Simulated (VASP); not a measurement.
Set up this calculation in VASP 6.6.1, as the native input.

| Property | Result |
| --- | --- |
| Task | single point |
| Functional | PBEsol |
| Potentials or basis | VASP PAW PBE potentials, release 64 (Ir) |
| Cutoff | 520 eV |
| k mesh | 16 × 16 × 9 |
| Occupations | fermi-dirac, width 0.08 eV |
| Spin | no spin polarisation |
| Dipole correction | no |
| Further INCAR settings | ALGO = Normal; EDIFF = 1e-06; NBANDS = 16 |

The structure of Ir lies in POSCAR:

```
Ir
1.0
    2.7201297417      0.0000000000      0.0000000000
   -1.3600648709      2.3557014579      0.0000000000
    0.0000000000      0.0000000000      4.4079603801
Ir
2
Direct
    0.3333333333      0.6666666667      0.2500000000
    0.6666666667      0.3333333333      0.7500000000
```

This isn't the form of Ir at room conditions, which is fcc.

These files were run (other wordings do the same):

INCAR

```
SYSTEM = Ir
PREC = Accurate ; ENCUT = 520
EDIFF = 1E-6 ; ISMEAR = -1
SIGMA = 0.08 ; LREAL = .FALSE.
LASPH = .TRUE. ; NELM = 80
ALGO = Normal ; ISIF = 2
LWAVE = .FALSE. ; LCHARG = .FALSE.
GGA = PS ; NBANDS = 16
```

KPOINTS

```
Automatic mesh
0
G
  16 16 9
  0 0 0
```

Potentials or basis: VASP PAW PBE potentials, release 64 (Ir).

The run is started by

```bash
$ cat potpaw_PBE.64/Ir/POTCAR > POTCAR
$ mpirun -np 1 vasp_std > vasp.out
```

Results of the run:

```
Pressure               : 1.0 GPa
Band gap on the k mesh : zero (bands 9 and 10 overlap by 3.31 eV)
```

Caveat: the PAW data sets were made with another functional, which shifts forces and pressure a little; spin-orbit coupling is left out, which moves the levels of the heavy elements.

Run time: 21 s on 1 thread of Intel(R) Xeon(R) 6975P-C (Granite Rapids), on a shared host, peak memory 0.17 GiB.
